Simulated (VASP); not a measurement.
# ZrC (P-6m2) in VASP: notebook

The runs below take ZrC through single point, with PBEsol, r2SCAN.

Everything below comes from runs of VASP 6.6.1. Logs are shortened: lines on timing, memory, paths and dates and some standing lists are left out, and cuts for length are marked.

### Step 1. The cell of the first run

The structure is hexagonal, space group P-6m2 (No. 187). The conventional cell has a = 3.273 Å, b = 3.273 Å, c = 2.931 Å, α = 90.00°, β = 90.00°, γ = 120.00°. Within 3.2 Å of Zr (site symmetry -6m2) lie 6 C at 2.39 Å and 2 Zr at 2.93 Å. C (site symmetry -6m2) has 6 Zr at 2.39 Å and 2 C at 2.93 Å within 3.2 Å.

### Step 2. Single point, PBEsol

Input file INCAR:

```
SYSTEM = ZrC
PREC = Accurate
ENCUT = 520
EDIFF = 1E-6
ISMEAR = 0
SIGMA = 0.05
LREAL = .False.
LASPH = .True.
NELM = 100
ALGO = Normal
ISIF = 2
LWAVE = .False.
LCHARG = .False.
GGA = PS
NBANDS = 15
```

Input file KPOINTS:

```
Automatic mesh
0
Gamma
  12 12 12
  0 0 0
```

Input file POSCAR:

```
ZrC
1.0
    3.2729194810      0.0000000000      0.0000000000
   -1.6364597405      2.8344314151      0.0000000000
    0.0000000000      0.0000000000      2.9310467534
Zr C
1 1
Direct
    0.0000000000      0.0000000000      0.0000000000
    0.6666666667      0.3333333333      0.5000000000
```

Potentials or basis: VASP PAW PBE potentials, release 64 (Zr_sv, C).

Run with:

```console
cat potpaw_PBE.64/Zr_sv/POTCAR potpaw_PBE.64/C/POTCAR > POTCAR
mpirun -np 1 vasp_std > vasp.out
```

OUTCAR:

```text
SYSTEM = ZrC
   PREC = Accurate
   ENCUT = 520
   EDIFF = 1E-6
   ISMEAR = 0
   LREAL = .False.
   LASPH = .True.
   NELM = 100
   ISIF = 2
   GGA = PS

 ion  position               nearest neighbor table
   1  0.000  0.000  0.000-   2 2.39   2 2.39   2 2.39   2 2.39   2 2.39   2 2.39
   2  0.667  0.333  0.500-   1 2.39   1 2.39   1 2.39   1 2.39   1 2.39   1 2.39

  LATTYP: Found a hexagonal cell.
 ALAT       =     3.2729194810
 C/A-ratio  =     0.8955450235

  Lattice vectors:

 A1 = (   3.2729194810,   0.0000000000,   0.0000000000)
 A2 = (  -1.6364597405,   2.8344314151,   0.0000000000)
 A3 = (   0.0000000000,   0.0000000000,   2.9310467534)

Analysis of symmetry for initial positions (statically):
=====================================================================
 Subroutine PRICEL returns:
 Original cell was already a primitive cell.

 Routine SETGRP: Setting up the symmetry group for a
 hexagonal supercell.

 Subroutine GETGRP returns: Found 12 space group operations
 (whereof 12 operations were pure point group operations)
 out of a pool of 24 trial point group operations.

The static configuration has the point symmetry D_3h.

Analysis of symmetry for dynamics (positions and initial velocities):
=====================================================================
 Subroutine PRICEL returns:
 Original cell was already a primitive cell.

 Routine SETGRP: Setting up the symmetry group for a
 hexagonal supercell.

 Subroutine GETGRP returns: Found 12 space group operations
 (whereof 12 operations were pure point group operations)
 out of a pool of 24 trial point group operations.

The dynamic configuration has the point symmetry D_3h.

 Subroutine INISYM returns: Found 12 space group operations
 (whereof 12 operations are pure point group operations),
 and found     1 'primitive' translations

----------------------------------------------------------------------------------------

                                     Primitive cell

  volume of cell :      27.1909

  direct lattice vectors                    reciprocal lattice vectors
     3.272919481  0.000000000  0.000000000     0.305537611  0.176402222  0.000000000
    -1.636459741  2.834431415  0.000000000     0.000000000  0.352804444  0.000000000
     0.000000000  0.000000000  2.931046753     0.000000000  0.000000000  0.341175042

  length of vectors
     3.272919481  3.272919481  2.931046753     0.352804444  0.352804444  0.341175042

  position of ions in fractional coordinates (direct lattice)
     0.000000000  0.000000000  0.000000000
     0.666666667  0.333333333  0.500000000

  ion indices of the primitive-cell ions
   primitive index   ion index
                 1           1
                 2           2

----------------------------------------------------------------------------------------

 KPOINTS: Automatic mesh

Automatic generation of k-mesh.
 Grid dimensions read from file:
 generate k-points for:   12   12   12

 Generating k-lattice:

  Cartesian coordinates                     Fractional coordinates (reciprocal lattice)
     0.025461468  0.014700185  0.000000000     0.083333333 -0.000000000  0.000000000
     0.000000000  0.029400370  0.000000000     0.000000000  0.083333333  0.000000000
     0.000000000  0.000000000  0.028431254     0.000000000  0.000000000  0.083333333

  Length of vectors
     0.029400370  0.029400370  0.028431254

  Shift w.r.t. Gamma in fractional coordinates (k-lattice)
     0.000000000  0.000000000  0.000000000

 Subroutine IBZKPT returns following result:
 ===========================================

 Found    133 irreducible k-points:

 Following reciprocal coordinates:
            Coordinates               Weight
  0.000000  0.000000  0.000000      1.000000
  0.083333 -0.000000  0.000000      6.000000
  0.166667  0.000000  0.000000      6.000000
  0.250000  0.000000  0.000000      6.000000
  0.333333  0.000000  0.000000      6.000000
  0.416667  0.000000  0.000000      6.000000
[... 16 lines left out ...]
  0.250000  0.000000  0.083333     12.000000
  0.333333  0.000000  0.083333     12.000000
 [... further k-points ...]
   k-points           NKPTS =    133   k-points in BZ     NKDIM =    133   number of bands    NBANDS=     15
   number of dos      NEDOS =    301   number of ions     NIONS =      2
   total plane-waves  NPLWV =  13824
   dimension x,y,z NGX =    24 NGY =   24 NGZ =   24
   dimension x,y,z NGXF=    48 NGYF=   48 NGZF=   48
   ions per type =               1   1
   NGX,Y,Z   is equivalent  to a cutoff of  12.19, 12.19, 13.61 a.u.
   NGXF,Y,Z  is equivalent  to a cutoff of  24.38, 24.38, 27.23 a.u.
 SYSTEM =  ZrC
   PREC   = accura    normal or accurate (medium, high low for compatibility)
   ISTART =      0    job   : 0-new  1-cont  2-samecut
   ICHARG =      2    charge: 1-file 2-atom 10-const
   ISPIN  =      1    spin polarized calculation?
   LNONCOLLINEAR =      F non collinear calculations
   LSORBIT =      F    spin-orbit coupling
   LASPH  =      T    aspherical Exc in radial PAW
   ENCUT  =  520.0 eV  38.22 Ry    6.18 a.u.   6.09  6.09  5.45*2*pi/ulx,y,z
   NELM   =    100;   NELMIN=  2; NELMDL= -5     # of ELM steps
   EDIFF  = 0.1E-05   stopping-criterion for ELM
   LREAL  =      F    real-space projection
   EDIFFG = 0.1E-04   stopping-criterion for IOM
   NSW    =      0    number of steps for IOM
   IBRION =     -1    ionic relax: 0-MD 1-quasi-New 2-CG
   NFREE  =      0    steps in history (QN), initial steepest desc. (CG)
   ISIF   =      2    stress and relaxation
   ISYM   =      2    0-nonsym 1-usesym 2-fastsym
   POTIM  = 0.5000    time-step for ionic-motion
   TEBEG  =    0.0;   TEEND  =   0.0 temperature during run
   PSTRESS=    0.0 pullay stress
   NELECT =      16.0000    total number of electrons
   NUPDOWN=      -1.0000    fix difference up-down
   EMIN   =  10.00;   EMAX   =-10.00  energy-range for DOS
   EFERMI =   0.00;   METHOD = LEGACY
   ISMEAR =     0;   SIGMA  =   0.05  broadening in eV -4-tet -1-fermi 0-gaus
   EFERMI_NEDOS =   21; number of points for ismear=-14 and -15
   IALGO  =     38    algorithm
   IMIX   =      4    mixing-type and parameters
     AMIX     =   0.40;   BMIX     =  1.00
     AMIX_MAG =   1.60;   BMIX_MAG =  1.00
  volume/ion in A,a.u.               =      13.60        91.75
  Fermi-wavevector in a.u.,A,eV,Ry     =   1.371851  2.592422 25.605812  1.881974
  Thomas-Fermi vector in A             =   2.497510
   LORBIT       =      0    0 simple, 1 ext, 2 COOP (PROOUT), +10 PAW based schemes
   GGA     = PS    functional components
   LHFCALC =     F    Hartree Fock is set to
   AEXX    =    0.0000 exact exchange contribution
   IVDW    =     0    specifies the selected vdW correction
   LEPSILON=     F    determine dielectric tensor
   LRPA    =     F    only Hartree local field effects (RPA)
 non-spin polarized calculation
 Gauss-broadening in eV      SIGMA  =   0.05
  energy-cutoff  :      520.00
  volume of cell :       27.19
 maximum number of plane-waves:       747
   NGX = 13   NGY = 13   NGZ = 11

 number of electron      16.0000000 magnetization

 Free energy of the ion-electron system (eV)
  ---------------------------------------------------
  ext. energy  EPLUGINS =         0.00000000
  ---------------------------------------------------
  free energy    TOTEN  =       -19.08606319 eV

  energy without entropy =      -19.08553787  energy(sigma->0) =      -19.08580053

 E-fermi :   8.8596     XC(G=0): -11.9919

 val. band max:        8.8527888570   @ k =   0.3333   0.0000   0.0833
 cond. band min:       8.8688376069   @ k =   0.4167   0.0000   0.0833
 fundamental gap:      0.0160487499
 Fermi energy:         8.8596041828

 k-point     1 :       0.0000    0.0000    0.0000
  band No.  band energies     occupation
      1     -39.2148      2.00000
      2     -17.0471      2.00000
      3     -17.0471      2.00000
      4     -16.6298      2.00000
      5      -2.0897      2.00000
      6       7.2581      2.00000
      7       7.2581      2.00000
      8       7.5936      2.00000
      9      10.6110      0.00000
     10      13.9884      0.00000
     11      14.1536      0.00000
     12      14.1536      0.00000
     13      15.1166      0.00000
     14      15.1166      0.00000
     15      22.8207      0.00000

 k-point     2 :       0.0833   -0.0000    0.0000
  band No.  band energies     occupation
      1     -39.2093      2.00000
      2     -17.1008      2.00000
      3     -17.0586      2.00000
      4     -16.6237      2.00000
      5      -1.9638      2.00000
      6       6.9443      2.00000
      7       7.3754      2.00000
      8       7.7207      2.00000
      9      10.3572      0.00000
     10      14.1100      0.00000
     11      14.4365      0.00000
     12      14.4452      0.00000
     13      14.8590      0.00000
     14      15.0273      0.00000
     15      22.4487      0.00000

 k-point     3 :       0.1667    0.0000    0.0000
  band No.  band energies     occupation
      1     -39.1942      2.00000
      2     -17.2447      2.00000
      3     -17.0899      2.00000
      4     -16.6069      2.00000
      5      -1.6148      2.00000
      6       6.3062      2.00000
      7       7.7057      2.00000
      8       7.9632      2.00000
      9       9.8054      0.00000
     10      13.9939      0.00000
     11      14.2262      0.00000
     12      14.8070      0.00000
     13      15.0443      0.00000
     14      15.6065      0.00000
     15      22.0964      0.00000

 k-point     4 :       0.2500    0.0000    0.0000
  band No.  band energies     occupation
      1     -39.1734      2.00000
      2     -17.4352      2.00000
      3     -17.1323      2.00000
      4     -16.5838      2.00000
      5      -1.1238      2.00000
      6       5.6506      2.00000
      7       8.1817      2.00000
      8       8.1910      2.00000
      9       9.2273      0.00000
     10      13.6663      0.00000
     11      13.8416      0.00000
     12      14.5569      0.00000
     13      15.6328      0.00000
     14      16.9317      0.00000
     15      22.0876      0.00000
[... 307 lines left out ...]
 k-point    22 :       0.1667    0.0000    0.0833
  band No.  band energies     occupation
      1     -39.1852      2.00000
      2     -17.2347      2.00000
      3     -17.0810      2.00000
      4     -16.6959      2.00000
      5      -1.4941      2.00000
      6       6.3949      2.00000
      7       7.7412      2.00000
      8       7.8923      2.00000
      9       9.6821      0.00000
     10      13.1855      0.00000
     11      13.8472      0.00000
     12      15.2538      0.00000
     13      15.4858      0.00000
     14      15.9042      0.00000
     15      22.0246      0.00000

 k-point    23 :       0.2500    0.0000    0.0833
  band No.  band energies     occupation
      1     -39.1646      2.00000
      2     -17.4236      2.00000
      3     -17.1230      2.00000
      4     -16.6707      2.00000
      5      -1.0292      2.00000
      6       5.7316      2.00000
      7       8.1254      2.00000
      8       8.1610      2.00000
      9       9.1113      0.00000
     10      13.1073      0.00000
     11      13.7287      0.00000
     12      15.2914      0.00000
     13      15.4813      0.00000
     14      17.2560      0.00000
     15      21.9037      0.00000

 k-point    24 :       0.3333    0.0000    0.0833
  band No.  band energies     occupation
      1     -39.1438      2.00000
      2     -17.6062      2.00000
      3     -17.1646      2.00000
      4     -16.6455      2.00000
      5      -0.5484      2.00000
      6       5.2057      2.00000
      7       8.0664      2.00000
      8       8.5775      2.00000
      9       8.8528      1.15286
     10      13.1786      0.00000
     11      13.6294      0.00000
     12      15.0220      0.00000
     13      15.7576      0.00000
     14      18.3212      0.00000
     15      22.2667      0.00000

 [... further k-points ...]
[... 5 lines left out ...]
  --------------------------------------------------------------------------------------
  -------------------------------------------------------------------------------------
  Total       -0.8503638     -0.8503638     -0.6837427      0.0000000      0.0000000     -0.0000000
  in kB      -50.1061859    -50.1061859    -40.2883329      0.0000000      0.0000000     -0.0000000
  external PRESSURE =     -46.8335682 kB  Pullay stress =       0.0000000 kB

 VOLUME and BASIS-vectors are now :
 -----------------------------------------------------------------------------
  energy-cutoff  :      520.00
  volume of cell :       27.19
      direct lattice vectors                 reciprocal lattice vectors
     3.272919481  0.000000000  0.000000000     0.305537611  0.176402222  0.000000000
    -1.636459741  2.834431415  0.000000000     0.000000000  0.352804444  0.000000000
     0.000000000  0.000000000  2.931046753     0.000000000  0.000000000  0.341175042

 POSITION                                       TOTAL-FORCE (eV/Angst)
 -----------------------------------------------------------------------------------
      0.00000      0.00000      0.00000         0.000000      0.000000      0.000000
      1.63646      0.94481      1.46552        -0.000000      0.000000      0.000000
 -----------------------------------------------------------------------------------
    total drift:                                0.000000     -0.000000      0.000000

  FREE ENERGIE OF THE ION-ELECTRON SYSTEM (eV)
  ---------------------------------------------------
  free  energy   TOTEN  =       -19.0860631860 eV

  energy  without entropy=      -19.0855378668  energy(sigma->0) =      -19.08580053
```

Run time: 14 s. Hardware: 1 thread of Intel Xeon 6975P-C (Granite Rapids), shared host; peak memory 0.17 GiB.

What came out:

```
Free energy            : -19.0861 eV
Pressure               : -4.7 GPa
Band gap on the k mesh : zero (band 8 reaches 9.13 eV, above the bottom of band 9 at 8.76 eV)
```

Stress tensor (GPa, compression positive):
```
-5.01  0.00  0.00
 0.00 -5.01  0.00
 0.00  0.00 -4.03
```

Levels at points of the mesh, in eV from the Fermi level:
| k point | band 4 | band 5 | band 6 | band 7 | band 8 | band 9 | band 10 | band 11 | band 12 | band 13 |
| --- | --- | --- | --- | --- | --- | --- | --- | --- | --- | --- |
| (0.00, 0.00, 0.00) | -25.49 | -10.95 | -1.60 | -1.60 | -1.27 | 1.75 | 5.13 | 5.29 | 5.29 | 6.26 |
| (0.50, 0.00, 0.00) | -25.40 | -8.93 | -4.10 | -0.88 | -0.51 | 0.37 | 4.70 | 5.13 | 5.38 | 7.41 |
| (0.00, 0.00, 0.50) | -25.78 | -8.04 | -5.02 | -0.57 | -0.57 | 1.73 | 1.73 | 4.79 | 4.79 | 5.65 |
| (0.50, 0.00, 0.50) | -25.92 | -8.96 | -3.58 | -2.29 | -2.04 | 2.00 | 5.45 | 6.53 | 6.93 | 8.71 |

Caveat: the PAW data sets were made with another functional, which shifts forces and pressure a little.

### Step 3. Single point, r2SCAN (volume scaled by 0.960)

Input file POSCAR:

```
ZrC
1.0
    3.2212384166      0.0000000000      0.0000000000
   -1.6106192083      2.7896743005      0.0000000000
    0.0000000000      0.0000000000      2.9048176953
Zr C
1 1
Direct
    0.0000000000      0.0000000000      0.0000000000
    0.6666666667      0.3333333333      0.5000000000
```

Input file INCAR.step1:

```
PREC     = Accurate       # precision mode
ENCUT    = 520            # plane-wave cutoff, eV
ISMEAR   = 0              # smearing method
SIGMA    = 0.05           # smearing width, eV
LREAL    = F              # projectors in reciprocal space
LASPH    = T              # aspherical terms in the spheres
NELM     = 60             # most SCF steps
NBANDS   = 15             # bands
GGA      = PE             # functional
ALGO     = Normal         # electronic algorithm
EDIFF    = 1E-4           # SCF threshold, eV
LWAVE    = T              # write WAVECAR
LCHARG   = F              # write CHGCAR
```

Input file INCAR.step2:

```
PREC     = Accurate       # precision mode
ENCUT    = 520            # plane-wave cutoff, eV
EDIFF    = 1E-6           # SCF threshold, eV
ISMEAR   = 0              # smearing method
SIGMA    = 0.05           # smearing width, eV
LREAL    = F              # projectors in reciprocal space
LASPH    = T              # aspherical terms in the spheres
NELM     = 60             # most SCF steps
ALGO     = Normal         # electronic algorithm
ISIF     = 2              # what is computed and relaxed
LWAVE    = F              # write WAVECAR
LCHARG   = T              # write CHGCAR
METAGGA  = R2SCAN         # meta-GGA
LMIXTAU  = T            
LELF     = T              # ELF
LVHAR    = T            
NBANDS   = 15             # bands
ISTART   = 1
```

Input file KPOINTS:

```
Automatic mesh
0
Gamma
  12 12 12
```

Potentials or basis: VASP PAW PBE potentials, release 64 (Zr_sv, C).

Run with:

```console
cat potpaw_PBE.64/Zr_sv/POTCAR potpaw_PBE.64/C/POTCAR > POTCAR
cp INCAR.step1 INCAR
mpirun -np 1 vasp_std > vasp.out
cp INCAR.step2 INCAR
mpirun -np 1 vasp_std > vasp.out
```

Run time: 47 s. Hardware: 1 thread of Intel Xeon 6975P-C (Granite Rapids), shared host; peak memory 0.18 GiB.

The run converged. Its results:

```yaml
Free_energy: -33.1791 eV
Pressure: 8.6 GPa
Band_gap_on_the_k_mesh: zero (band 8 reaches 9.81 eV, above the bottom of band 9 at 9.29 eV)
```

Levels at points of the mesh, in eV from the Fermi level:
```
           k point  band 5  band 6  band 7  band 8  band 9  band 10  band 11  band 12
(0.00, 0.00, 0.00)  -11.84   -1.75   -1.75   -1.22    1.84     5.71     5.71     6.01
(0.50, 0.00, 0.00)   -9.72   -4.30   -0.76   -0.69    0.36     5.04     5.72     5.90
(0.00, 0.00, 0.50)   -8.76   -5.26   -0.67   -0.67    1.92     1.92     5.21     5.21
(0.50, 0.00, 0.50)   -9.87   -3.87   -2.55   -2.23    2.47     5.94     7.28     7.49
```

Caveat: the PAW data sets were made with another functional, which shifts forces and pressure a little.

(Continued in part 2 of 2.)
